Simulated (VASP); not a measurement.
A run of VASP 6.6.1 is set up as follows.

File INCAR:

```
PREC = Accurate
ENCUT = 520
EDIFF = 1E-6
ISMEAR = 0
SIGMA = 0.15
LREAL = False
LASPH = True
NELM = 100
ALGO = Fast
ISIF = 2
LWAVE = False
LCHARG = False
GGA = PS
NBANDS = 42
```

The input KPOINTS:

```
Automatic mesh
0
Gamma
  20 20 4
```

Contents of POSCAR:

```
Cu
1.0
   -1.4427933200     -1.4427933200     -1.3760814500
   -1.4427933200     -1.4427933200      1.3760814500
   -8.6567599200      8.6567599200     -1.1008651600
Cu
6
Direct
    0.4666733333      0.5333266667      0.0833166667
   -0.3666600000      0.3666600000      0.9166500000
    0.3333400000      0.6666600000      0.4166500000
   -0.0999933333      0.0999933333      0.2499833333
    0.2000066667      0.7999933333      0.7499833333
   -0.2333266667      0.2333266667      0.5833166667
```

Potentials or basis: VASP PAW PBE potentials, release 64 (Cu).

The run is started by

```sh
$ cat potpaw_PBE.64/Cu/POTCAR > POTCAR
$ mpirun -np 1 vasp_std > vasp.out
```

Task: Predict the pressure.

Result: 3.9 GPa.

Task: What does it give for the band gap on the k mesh?

Result: Zero (bands 33 and 34 overlap by 5.78 eV).

Forces in eV/Å, atoms in the order of the input:
```
Cu  -2.055  2.055  0.575
Cu   2.055 -2.055 -0.575
Cu   0.001 -0.001  0.001
Cu  -0.045  0.045  0.005
Cu   0.045 -0.045 -0.005
Cu  -0.001  0.001 -0.001
```

Caveat: the cell stands under pressure; the PAW data sets were made with another functional, which shifts forces and pressure a little.
